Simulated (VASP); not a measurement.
Input of a VASP 6.6.1 run:

INCAR

```
SYSTEM = NaI
ALGO     = Normal         ! electronic algorithm
EDIFF    = 1E-6           ! SCF threshold, eV
EDIFFG   = -0.01          ! ionic threshold
ENCUT    = 600            ! plane-wave cutoff, eV
GGA      = PS             ! functional
IBRION   = 2              ! ionic algorithm
ISIF     = 3              ! what is computed and relaxed
ISMEAR   = 0              ! smearing method
LASPH    = .True.         ! aspherical terms in the spheres
LCHARG   = .False.        ! write CHGCAR
LREAL    = .False.        ! projectors in reciprocal space
LWAVE    = .False.        ! write WAVECAR
NELM     = 100            ! most SCF steps
NSW      = 80             ! ionic steps
PREC     = Accurate       ! precision mode
SIGMA    = 0.02           ! smearing width, eV
```

File KPOINTS:

```
k-points
0
Gamma
  6 6 4
  0 0 0
```

File POSCAR:

```
NaI
1.0
    4.4449039080      0.0000000000      0.0000000000
   -2.2224519540      3.8493997017      0.0000000000
    0.0000000000      0.0000000000      7.2354487930
Na I
2 2
Direct
    0.0000000000      0.0000000000      0.5000000000
    0.0000000000      0.0000000000      0.0000000000
    0.3333333333      0.6666666667      0.2500000000
    0.6666666667      0.3333333333      0.7500000000
```

Potentials or basis: VASP PAW PBE potentials, release 64 (Na_pv, I).

Run with:

```sh
$ cat potpaw_PBE.64/Na_pv/POTCAR potpaw_PBE.64/I/POTCAR > POTCAR
$ mpirun -np 1 vasp_std > vasp.out
```

**Question.** Predict the relaxed volume.

**Answer.** 33.00 Å³/atom.

**Question.** What does it give for the space group after relaxing (to 0.1 Å)?

**Answer.** P6_3/mmc (No. 194).

**Question.** What does it give for the relaxed cell?

**Answer.** a = 4.467 Å, b = 4.467 Å, c = 7.638 Å, α = 90.00°, β = 90.00°, γ = 120.00°.

The path:
```tsv
step	energy change (eV)	largest force (eV/Å)	pressure (GPa)	volume (Å³)
1	0.0000	0.0000	1.25	123.80
2	-0.0279	0.0000	0.51	128.16
3	-0.0360	0.0000	-0.27	133.87
4	-0.0366	0.0000	-0.09	132.64
5	-0.0367	0.0000	-0.14	132.82
6	-0.0389	0.0000	-0.05	132.62
7	-0.0411	0.0000	-0.08	132.28
8	-0.0401	0.0000	0.02	131.56
9	-0.0416	0.0000	-0.04	132.03
10	-0.0416	0.0000	-0.03	132.01
```

Caveat: the PAW data sets were made with another functional, which shifts forces and pressure a little.
